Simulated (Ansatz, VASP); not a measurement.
# Si4Ge3 in VASP and in Ansatz

```xyz
14
Lattice="5.2155 3.0111 3.2272 -5.2155 3.0111 3.2272 0.0000 -6.0223 3.2272" Properties=species:S:1:pos:R:3 pbc="T T T"
Si    0.7041   -2.1344    1.9781
Si   -0.7041    2.1344    7.7035
Si    1.4964    1.6769    1.9781
Si   -1.4964   -1.6769    7.7035
Si   -2.2005    0.4575    1.9781
Si    2.2005   -0.4575    7.7035
Si    0.0000    0.0000    8.4886
Si    0.0000    0.0000    1.1930
Ge    2.2695   -0.4502    5.2815
Ge   -2.2695    0.4502    4.4001
Ge    0.7449   -2.1905    4.4001
Ge   -0.7449    2.1905    5.2815
Ge    1.5246    1.7404    4.4001
Ge   -1.5246   -1.7404    5.2815
```

Alike in both runs: functional PBE; k mesh 3 × 3 × 3; occupations gaussian, width 0.2 eV; no spin polarisation.

Ansatz relaxed the structure, and its values are those at the end. VASP's run is a single point on that final structure, the one shown.

|  | VASP | Ansatz |
| --- | --- | --- |
| version | VASP 6.6.1 | Ansatz 0.2.0 |
| potentials or method | VASP PAW PBE potentials, release 64 (Si, Ge_d), cutoff 520 eV | scalar-relativistic, plane waves, PAW |
| valence electrons in the cell | 116 | 116 |

```csv
,VASP,Ansatz,Ansatz less VASP
gap on the k mesh at the Fermi level (eV),0.72,0.72,-0.003
least direct gap on the mesh (eV),1.54,1.54,-0.002
pressure (GPa),-0.1,0.0,+0.07
rms of the force components (eV/Å),0.011,0.011,+0.0004
```
